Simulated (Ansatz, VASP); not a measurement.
**Te: VASP beside Ansatz**

INCAR

```
ALGO = Normal
EDIFF = 1E-7
EDIFFG = -0.04
ENCUT = 600
GGA = PS
IBRION = 2
ISIF = 3
ISMEAR = 0
LASPH = True
LCHARG = False
LREAL = False
LWAVE = False
NELM = 60
NSW = 90
PREC = Accurate
SIGMA = 0.1
```

Contents of KPOINTS:

```
k-points
0
Gamma
  3 3 6
```

File POSCAR:

```
Te
1.0
    6.0276758831      0.0000000000      0.0000000000
   -3.0138379415      5.2201204405      0.0000000000
    0.0000000000      0.0000000000      3.6952273892
Te
3
Direct
    0.0000000000      0.0000000000      0.0000000000
    0.3333333333      0.6666666667      0.5000000000
    0.6666666667      0.3333333333      0.5000000000
```

Input for Ansatz:

```yaml
crystal:
  lattice:
    - [6.0276758831, 0.0, 0.0]
    - [-3.0138379415, 5.2201204405, 0.0]
    - [0.0, 0.0, 3.6952273892]
  atoms:
    - { symbol: Te, position: [0.0, 0.0, 0.0] }
    - { symbol: Te, position: [0.3333333333, 0.6666666667, 0.5] }
    - { symbol: Te, position: [0.6666666667, 0.3333333333, 0.5] }
basis:
  ecutwfc: 420
kpoints:
  mp_grid: { grid: [3, 3, 6] }
hamiltonian:
  xc: pbesol
scf:
  occupations: { method: gaussian, width: 0.1 }
  lower_state_search: "off"
output:
  forces: true
  stress: true
  eigenvalues: true
relax:
  adjacent_minimum: "off"
  f_tol: 0.04
  max_steps: 70
  cell: { stress_tol: 0.4 }
```

Alike in both runs: task relaxation of cell and atoms; functional PBEsol; k mesh 3 × 3 × 6; occupations gaussian, width 0.1 eV; no spin polarisation.

```csv
,VASP,Ansatz
version,VASP 6.6.1,Ansatz 0.2.0
potentials or method,"VASP PAW PBE potentials, release 64 (Te), cutoff 600 eV","scalar-relativistic, plane waves, PAW"
valence electrons in the cell,18,48
```

Ansatz gave:

| Property | Result |
| --- | --- |
| gap on the k mesh at the Fermi level, each at its own relaxed structure (eV) | none |
| relaxed volume (Å³/atom) | 27.15 |
| relaxed length of the cell vector where the two differ most in proportion (Å) | 3.165 |

Question: Which values does VASP return?

Answer: gap on the k mesh at the Fermi level, each at its own relaxed structure (eV): none; relaxed volume (Å³/atom): 27.26; relaxed length of the cell vector where the two differ most in proportion (Å): 3.174.

VASP's potentials were made for PBE, not for PBEsol. A gap of «none» marks a metal or a gap that the smearing closes. VASP's potentials hold 18 valence electrons a cell and Ansatz's 48, so a difference there can come from the potentials and not from the codes.

The k mesh is coarse, so the values compare programs but aren't converged. Neither program's run includes spin-orbit coupling. Noted on VASP's run: the volume moved by over 15 % at a fixed basis, so the end points are rough.
